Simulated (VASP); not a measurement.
# Si (Fddd) in VASP: further runs

The runs below take Si through single point, with PBE.

All numbers are computed with VASP 6.6.1; they aren't measurements. Logs are shortened: lines on timing, memory, paths and dates and some standing lists are left out, and cuts for length are marked.

**1. The cell of the first run**

Symmetry: Fddd, No. 70, orthorhombic system. Conventional cell: a = 4.970 Å, b = 5.565 Å, c = 5.873 Å, α = 90.00°, β = 90.00°, γ = 90.00°. Within 3.1 Å of Si (site symmetry 222) lie 4 Si at 2.37 Å.

**2. Single point, PBE**

INCAR

```
PREC = Accurate
ENCUT = 520
EDIFF = 1E-6
ISMEAR = 0
SIGMA = 0.05
LREAL = F
LASPH = T
NELM = 80
ALGO = Normal
ISIF = 2
LWAVE = F
LCHARG = F
GGA = PE
NBANDS = 11
```

KPOINTS

```
regular mesh
0
Gamma
  8 8 8
```

POSCAR

```
Si
1.0
    0.0000000000      2.9364492485      2.7826189619
    2.4852137411      0.0000000000      2.7826189619
    2.4852137411      2.9364492485      0.0000000000
Si
2
Direct
    0.5000000000      0.5000000000      0.5000000000
    0.7500000000      0.7500000000      0.7500000000
```

Potentials or basis: VASP PAW PBE potentials, release 64 (Si).

On the command line:

```sh
cat potpaw_PBE.64/Si/POTCAR > POTCAR
mpirun -np 1 vasp_std > vasp.out
```

OUTCAR:

```text
PREC = Accurate
   ENCUT = 520
   EDIFF = 1E-6
   ISMEAR = 0
   LREAL = F
   LASPH = T
   NELM = 80
   ISIF = 2
   GGA = PE

 ion  position               nearest neighbor table
   1  0.500  0.500  0.500-   2 2.37   2 2.37   2 2.37   2 2.37
   2  0.750  0.750  0.750-   1 2.37   1 2.37   1 2.37   1 2.37

  LATTYP: Found a face centered orthorhombic cell.
 ALAT       =     4.9704274822
 B/A-ratio  =     1.1196698762
 C/A-ratio  =     1.1815680881

  Lattice vectors:

 A1 = (   0.0000000000,   2.9364492485,  -2.7826189619)
 A2 = (   2.4852137411,   2.9364492485,   0.0000000000)
 A3 = (   2.4852137411,   0.0000000000,  -2.7826189619)

Analysis of symmetry for initial positions (statically):
=====================================================================
 Subroutine PRICEL returns:
 Original cell was already a primitive cell.

 Routine SETGRP: Setting up the symmetry group for a
 face centered orthorhombic supercell.

 Subroutine GETGRP returns: Found  8 space group operations
 (whereof  4 operations were pure point group operations)
 out of a pool of  8 trial point group operations.

The static configuration has the point symmetry D_2 .
 The point group associated with its full space group is D_2h.

Analysis of symmetry for dynamics (positions and initial velocities):
=====================================================================
 Subroutine PRICEL returns:
 Original cell was already a primitive cell.

 Routine SETGRP: Setting up the symmetry group for a
 face centered orthorhombic supercell.

 Subroutine GETGRP returns: Found  8 space group operations
 (whereof  4 operations were pure point group operations)
 out of a pool of  8 trial point group operations.

The dynamic configuration has the point symmetry D_2 .
 The point group associated with its full space group is D_2h.

 Subroutine INISYM returns: Found  8 space group operations
 (whereof  4 operations are pure point group operations),
 and found     1 'primitive' translations

----------------------------------------------------------------------------------------

                                     Primitive cell

  volume of cell :      40.6135

  direct lattice vectors                    reciprocal lattice vectors
     0.000000000  2.936449249  2.782618962    -0.201189939  0.170273673  0.179686837
     2.485213741  0.000000000  2.782618962     0.201189939 -0.170273673  0.179686837
     2.485213741  2.936449249  0.000000000     0.201189939  0.170273673 -0.179686837

  length of vectors
     4.045454545  3.730851863  3.846949639     0.318995101  0.318995101  0.318995101

  position of ions in fractional coordinates (direct lattice)
     0.500000000  0.500000000  0.500000000
     0.750000000  0.750000000  0.750000000

  ion indices of the primitive-cell ions
   primitive index   ion index
                 1           1
                 2           2

----------------------------------------------------------------------------------------

 KPOINTS: regular mesh

Automatic generation of k-mesh.
 Grid dimensions read from file:
 generate k-points for:    8    8    8

 Generating k-lattice:

  Cartesian coordinates                     Fractional coordinates (reciprocal lattice)
    -0.025148742  0.021284209  0.022460855     0.125000000  0.000000000  0.000000000
     0.025148742 -0.021284209  0.022460855     0.000000000  0.125000000 -0.000000000
     0.025148742  0.021284209 -0.022460855     0.000000000 -0.000000000  0.125000000

  Length of vectors
     0.039874388  0.039874388  0.039874388

  Shift w.r.t. Gamma in fractional coordinates (k-lattice)
     0.000000000  0.000000000  0.000000000

 Subroutine IBZKPT returns following result:
 ===========================================

 Found     95 irreducible k-points:

 Following reciprocal coordinates:
            Coordinates               Weight
  0.000000  0.000000  0.000000      1.000000
  0.125000  0.000000  0.000000      8.000000
  0.250000  0.000000  0.000000      8.000000
  0.375000 -0.000000  0.000000      8.000000
  0.500000  0.000000  0.000000      4.000000
  0.125000  0.125000  0.000000      2.000000
[... 16 lines left out ...]
  0.250000  0.000000  0.125000      8.000000
  0.375000 -0.000000  0.125000      8.000000
 [... further k-points ...]
   k-points           NKPTS =     95   k-points in BZ     NKDIM =     95   number of bands    NBANDS=     11
   number of dos      NEDOS =    301   number of ions     NIONS =      2
   total plane-waves  NPLWV =  25200
   dimension x,y,z NGX =    30 NGY =   28 NGZ =   30
   dimension x,y,z NGXF=    60 NGYF=   56 NGZF=   60
   ions per type =               2
   NGX,Y,Z   is equivalent  to a cutoff of  12.33, 12.48, 12.96 a.u.
   NGXF,Y,Z  is equivalent  to a cutoff of  24.66, 24.95, 25.93 a.u.
 SYSTEM =  unknown system
   PREC   = accura    normal or accurate (medium, high low for compatibility)
   ISTART =      0    job   : 0-new  1-cont  2-samecut
   ICHARG =      2    charge: 1-file 2-atom 10-const
   ISPIN  =      1    spin polarized calculation?
   LNONCOLLINEAR =      F non collinear calculations
   LSORBIT =      F    spin-orbit coupling
   LASPH  =      T    aspherical Exc in radial PAW
   ENCUT  =  520.0 eV  38.22 Ry    6.18 a.u.   7.52  6.94  7.15*2*pi/ulx,y,z
   NELM   =     80;   NELMIN=  2; NELMDL= -5     # of ELM steps
   EDIFF  = 0.1E-05   stopping-criterion for ELM
   LREAL  =      F    real-space projection
   EDIFFG = 0.1E-04   stopping-criterion for IOM
   NSW    =      0    number of steps for IOM
   IBRION =     -1    ionic relax: 0-MD 1-quasi-New 2-CG
   NFREE  =      0    steps in history (QN), initial steepest desc. (CG)
   ISIF   =      2    stress and relaxation
   ISYM   =      2    0-nonsym 1-usesym 2-fastsym
   POTIM  = 0.5000    time-step for ionic-motion
   TEBEG  =    0.0;   TEEND  =   0.0 temperature during run
   PSTRESS=    0.0 pullay stress
   NELECT =       8.0000    total number of electrons
   NUPDOWN=      -1.0000    fix difference up-down
   EMIN   =  10.00;   EMAX   =-10.00  energy-range for DOS
   EFERMI =   0.00;   METHOD = LEGACY
   ISMEAR =     0;   SIGMA  =   0.05  broadening in eV -4-tet -1-fermi 0-gaus
   EFERMI_NEDOS =   21; number of points for ismear=-14 and -15
   IALGO  =     38    algorithm
   IMIX   =      4    mixing-type and parameters
     AMIX     =   0.40;   BMIX     =  1.00
     AMIX_MAG =   1.60;   BMIX_MAG =  1.00
  volume/ion in A,a.u.               =      20.31       137.04
  Fermi-wavevector in a.u.,A,eV,Ry     =   0.952536  1.800032 12.344910  0.907325
  Thomas-Fermi vector in A             =   2.081108
   LORBIT       =      0    0 simple, 1 ext, 2 COOP (PROOUT), +10 PAW based schemes
   GGA     = PE    functional components
   LHFCALC =     F    Hartree Fock is set to
   AEXX    =    0.0000 exact exchange contribution
   IVDW    =     0    specifies the selected vdW correction
   LEPSILON=     F    determine dielectric tensor
   LRPA    =     F    only Hartree local field effects (RPA)
 non-spin polarized calculation
 Gauss-broadening in eV      SIGMA  =   0.05
  energy-cutoff  :      520.00
  volume of cell :       40.61
 maximum number of plane-waves:      1113
   NGX = 15   NGY = 13   NGZ = 15

 number of electron       8.0000000 magnetization

 Free energy of the ion-electron system (eV)
  ---------------------------------------------------
  ext. energy  EPLUGINS =         0.00000000
  ---------------------------------------------------
  free energy    TOTEN  =       -10.68932887 eV

  energy without entropy =      -10.68865889  energy(sigma->0) =      -10.68899388

 E-fermi :   5.8582     XC(G=0):  -9.3845

 val. band max:        5.8487041419   @ k =   0.1250   0.0000   0.0000
 cond. band min:       5.9108078236   @ k =  -0.1250   0.3750   0.3750
 fundamental gap:      0.0621036817
 Fermi energy:         5.8582267265

 k-point     1 :       0.0000    0.0000    0.0000
  band No.  band energies     occupation
      1      -6.1529      2.00000
      2       5.1786      2.00000
      3       5.6893      2.00000
      4       6.2927      0.00000
      5       8.0148      0.00000
      6       8.4602      0.00000
      7       8.6350      0.00000
      8       8.6477      0.00000
      9      12.1827      0.00000
     10      13.6162      0.00000
     11      14.3930      0.00000

 k-point     2 :       0.1250    0.0000    0.0000
  band No.  band energies     occupation
      1      -5.9490      2.00000
      2       4.0552      2.00000
      3       5.0949      2.00000
      4       5.8487      1.21233
      5       7.9144      0.00000
      6       8.7108      0.00000
      7       8.9415      0.00000
      8      10.1340      0.00000
      9      12.0536      0.00000
     10      13.5795      0.00000
     11      14.4469      0.00000

 k-point     3 :       0.2500    0.0000    0.0000
  band No.  band energies     occupation
      1      -5.3541      2.00000
      2       1.8219      2.00000
      3       4.4741      2.00000
      4       5.4688      2.00000
      5       7.3143      0.00000
      6       9.0552      0.00000
      7       9.5202      0.00000
      8      12.0985      0.00000
      9      12.9651      0.00000
     10      13.1309      0.00000
     11      15.2559      0.00000

 k-point     4 :       0.3750   -0.0000    0.0000
  band No.  band energies     occupation
      1      -4.4617      2.00000
      2      -0.1697      2.00000
      3       4.0430      2.00000
      4       5.2311      2.00000
      5       6.8265      0.00000
      6       8.7931      0.00000
      7      10.0076      0.00000
      8      13.4935      0.00000
      9      13.7774      0.00000
     10      14.6742      0.00000
     11      15.9023      0.00000

 k-point     5 :       0.5000    0.0000    0.0000
  band No.  band energies     occupation
      1      -3.8244      2.00000
      2      -1.1843      2.00000
      3       3.8921      2.00000
      4       5.1540      2.00000
      5       6.6487      0.00000
      6       8.6533      0.00000
      7      10.1066      0.00000
      8      13.6664      0.00000
      9      15.1736      0.00000
     10      15.4260      0.00000
     11      17.0336      0.00000
[... 211 lines left out ...]
 k-point    21 :       0.5000    0.5000    0.0000
  band No.  band energies     occupation
      1      -2.1477      2.00000
      2      -2.1477      2.00000
      3       3.1189      2.00000
      4       3.1189      2.00000
      5       6.6515      0.00000
      6       6.6515      0.00000
      7      14.0648      0.00000
      8      14.0648      0.00000
      9      16.1279      0.00000
     10      16.1279      0.00000
     11      18.0422      0.00000

 k-point    22 :       0.1250    0.0000    0.1250
  band No.  band energies     occupation
      1      -5.9148      2.00000
      2       3.8320      2.00000
      3       5.0793      2.00000
      4       5.4822      2.00000
      5       8.2038      0.00000
      6       8.9136      0.00000
      7       9.6654      0.00000
      8       9.8522      0.00000
      9      11.0694      0.00000
     10      14.2534      0.00000
     11      14.4908      0.00000

 k-point    23 :       0.2500    0.0000    0.1250
  band No.  band energies     occupation
      1      -5.4792      2.00000
      2       2.3439      2.00000
      3       4.2966      2.00000
      4       4.9210      2.00000
      5       8.3733      0.00000
      6       8.9560      0.00000
      7      10.2440      0.00000
      8      10.3655      0.00000
      9      12.3850      0.00000
     10      14.1034      0.00000
     11      15.7039      0.00000

 k-point    24 :       0.3750   -0.0000    0.1250
  band No.  band energies     occupation
      1      -4.6884      2.00000
      2       0.5051      2.00000
      3       3.4174      2.00000
      4       4.6898      2.00000
      5       8.2327      0.00000
      6       8.6798      0.00000
      7      10.5869      0.00000
      8      11.8220      0.00000
      9      14.1945      0.00000
     10      14.9116      0.00000
     11      15.8722      0.00000

 [... further k-points ...]
[... 5 lines left out ...]
  --------------------------------------------------------------------------------------
  -------------------------------------------------------------------------------------
  Total        1.6422572     -1.8356616      0.0392934      0.0000000      0.0000000      0.0000000
  in kB       64.7860903    -72.4157823      1.5501024      0.0000000      0.0000000      0.0000000
  external PRESSURE =      -2.0265299 kB  Pullay stress =       0.0000000 kB

 VOLUME and BASIS-vectors are now :
 -----------------------------------------------------------------------------
  energy-cutoff  :      520.00
  volume of cell :       40.61
      direct lattice vectors                 reciprocal lattice vectors
     0.000000000  2.936449249  2.782618962    -0.201189939  0.170273673  0.179686837
     2.485213741  0.000000000  2.782618962     0.201189939 -0.170273673  0.179686837
     2.485213741  2.936449249  0.000000000     0.201189939  0.170273673 -0.179686837

 POSITION                                       TOTAL-FORCE (eV/Angst)
 -----------------------------------------------------------------------------------
      2.48521      2.93645      2.78262         0.000000     -0.000000     -0.000000
      3.72782      4.40467      4.17393        -0.000000      0.000000      0.000000
 -----------------------------------------------------------------------------------
    total drift:                                0.000000     -0.000000     -0.000000

  FREE ENERGIE OF THE ION-ELECTRON SYSTEM (eV)
  ---------------------------------------------------
  free  energy   TOTEN  =       -10.6893288738 eV

  energy  without entropy=      -10.6886588863  energy(sigma->0) =      -10.68899388
```

Wall time 68 s (1 thread of AMD EPYC 7R13, shared host); peak memory 0.15 GiB.

What came out:

```yaml
Free_energy: -10.6893 eV
Pressure: -0.2 GPa
Band_gap_on_the_k_mesh: zero (band 4 reaches 6.29 eV, above the bottom of band 5 at 5.52 eV)
```

Stress tensor (GPa, compression positive):
```
 6.48  0.00  0.00
 0.00 -7.24  0.00
 0.00  0.00  0.16
```

Caveat: the cell differs from its parent crystal (strain +e along x and -e along y -0.0825, strain +e along z and -e/2 along x and y +0.0175).

**3. Single point, PBE**

INCAR

```
SYSTEM = Si
  PREC = Accurate
  ENCUT = 520
  EDIFF = 1E-7
  ISMEAR = 0
  SIGMA = 0.05
  LREAL = .False.
  LASPH = .True.
  NELM = 60
  ALGO = Normal
  ISIF = 2
  LWAVE = .False.
  LCHARG = .False.
  GGA = PE
  NBANDS = 11
```

KPOINTS

```
Automatic mesh
0
Gamma
  8 8 8
  0 0 0
```

POSCAR

```
Si
1.0
    0.0000000000      2.7381791013      2.8783355847
    2.5877672655      0.0000000000      2.8783355847
    2.5877672655      2.7381791013      0.0000000000
Si
2
Direct
    0.5000000000      0.5000000000      0.5000000000
    0.7500000000      0.7500000000      0.7500000000
```

Potentials or basis: VASP PAW PBE potentials, release 64 (Si).

On the command line:

```sh
cat potpaw_PBE.64/Si/POTCAR > POTCAR
mpirun -np 1 vasp_std > vasp.out
```

It took 80 s on 1 thread of AMD EPYC 7R13, shared host; peak memory 0.14 GiB.

The run converged. Its results:

```
Free energy            : -10.7779 eV
Pressure               : -0.1 GPa
Band gap on the k mesh : zero (band 4 reaches 6.01 eV, above the bottom of band 5 at 5.82 eV)
```

Stress tensor (GPa, compression positive):
```
 4.54  0.00  0.00
 0.00  0.69  0.00
 0.00  0.00 -5.41
```

Levels at points of the mesh, in eV from the Fermi level:
```tsv
k point	band 1	band 2	band 3	band 4	band 5	band 6	band 7	band 8
(0.00, 0.00, 0.00)	-12.00	-0.55	-0.13	0.19	2.22	2.44	2.62	2.87
(0.50, 0.00, 0.00)	-9.70	-7.04	-1.77	-0.92	1.04	2.97	3.71	7.63
(0.50, 0.50, 0.00)	-8.22	-8.22	-2.55	-2.55	1.01	1.01	9.44	9.44
(0.50, 0.00, 0.50)	-7.92	-7.92	-2.92	-2.92	0.61	0.61	8.86	8.86
(0.00, 0.50, 0.50)	-7.61	-7.61	-3.35	-3.35	0.17	0.17	9.40	9.40
```

Caveat: the cell differs from its parent crystal (strain +e along x and -e along y -0.0275, strain +e along z and -e/2 along x and y +0.0525).

**4. Single point, PBE**

INCAR

```
PREC = Accurate
ENCUT = 520
EDIFF = 1E-7
ISMEAR = 0
SIGMA = 0.05
LREAL = F
LASPH = T
NELM = 100
ALGO = Normal
ISIF = 2
LWAVE = F
LCHARG = F
GGA = PE
NBANDS = 11
```

KPOINTS

```
Automatic mesh
0
Gamma
  8 8 8
```

POSCAR

```
Si
1.0
    0.0000000000      2.9330307977      2.6390440277
    2.6322071261      0.0000000000      2.6390440277
    2.6322071261      2.9330307977      0.0000000000
Si
2
Direct
    0.5000000000      0.5000000000      0.5000000000
    0.7500000000      0.7500000000      0.7500000000
```

On the command line:

```sh
cat potpaw_PBE.64/Si/POTCAR > POTCAR
mpirun -np 1 vasp_std > vasp.out
```

Run time: 55 s. Hardware: 1 thread of AMD EPYC 7R13 (Zen 3), shared host; peak memory 0.14 GiB.

It converged, with:

* Free energy: -10.7415 eV
* Pressure: 0.0 GPa
* Band gap on the k mesh: 0.04 eV, indirect (least direct gap 1.71 eV)

Stress tensor (GPa, compression positive):
```
 4.07  0.00  0.00
 0.00 -8.04  0.00
 0.00  0.00  3.96
```

Levels at points of the mesh, in eV from the valence-band top:
```
           k point  band 1  band 2  band 3  band 4  band 5  band 6  band 7  band 8
(0.00, 0.00, 0.00)  -12.14   -0.86   -0.01    0.00    2.18    2.19    2.56    2.67
(0.50, 0.00, 0.00)   -9.83   -7.18   -2.00   -0.93    0.78    3.10    3.47    7.51
(0.50, 0.50, 0.00)   -7.84   -7.84   -3.32   -3.32    0.20    0.20    8.66    8.66
(0.50, 0.00, 0.50)   -8.46   -8.46   -2.54   -2.54    1.03    1.03    9.68    9.68
(0.00, 0.50, 0.50)   -7.83   -7.83   -3.34   -3.34    0.18    0.18    8.69    8.69
```

Caveat: the cell differs from its parent crystal (strain +e along x and -e along y -0.0550, strain +e along z and -e/2 along x and y -0.0350).

**5. Overview**

| cell | gap on the mesh (eV) | pressure (GPa) |
| --- | --- | --- |
| a = 4.045, b = 3.731, c = 3.847 Å, angles 64.5, 56.4, 59.1°, 2 atoms | none | -0.2 |
| a = 3.973, b = 3.871, c = 3.768 Å, angles 62.7, 59.9, 57.4°, 2 atoms | none | -0.1 |
| a = 3.946, b = 3.727, c = 3.941 Å, angles 61.9, 56.4, 61.7°, 2 atoms | 0.04 | 0.0 |

Alike in all rows: task single point; level PBE; potentials or basis VASP PAW PBE potentials, release 64 (Si); no spin polarisation; k mesh 8 × 8 × 8; cutoff (eV) 520; smearing gaussian 0.05 eV.

Total energies depend on the potentials used, so only differences within one code and one set of settings carry meaning.
